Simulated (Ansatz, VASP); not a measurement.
## Mo in VASP and in Ansatz

```
CELL_PARAMETERS angstrom
-1.54071 1.54071 1.50121
1.54071 -1.54071 1.50121
1.54071 1.54071 -1.50121
ATOMIC_POSITIONS crystal
Mo 0.00000 0.00000 0.00000
```

Change from the starting cell: strain -0.025 along x and y, -0.050 along z, atoms carried along.

Alike in both runs: task single point; functional PBE; k mesh 26 × 26 × 26; occupations gaussian, width 0.15 eV; no spin polarisation.

```csv
,VASP,Ansatz
version,VASP 6.6.1,Ansatz 0.2.0
potentials or method,"VASP PAW PBE potentials, release 64 (Mo_sv), cutoff 520 eV","scalar-relativistic, plane waves, PAW"
valence electrons in the cell,14,14
```

```csv
,VASP,Ansatz,Ansatz less VASP
gap on the k mesh at the Fermi level (eV),none,none,-
pressure (GPa),33.7,32.9,-0.78
"traceless stress, the component that is largest in VASP (GPa)",6.77,6.78,+0.005
```

A gap of «none» marks a metal or a gap that the smearing closes. Both programs put the cell under a high pressure, so it lies far from rest at this level. With one functional, cell and mesh, what is left measures potentials, basis and numerics.
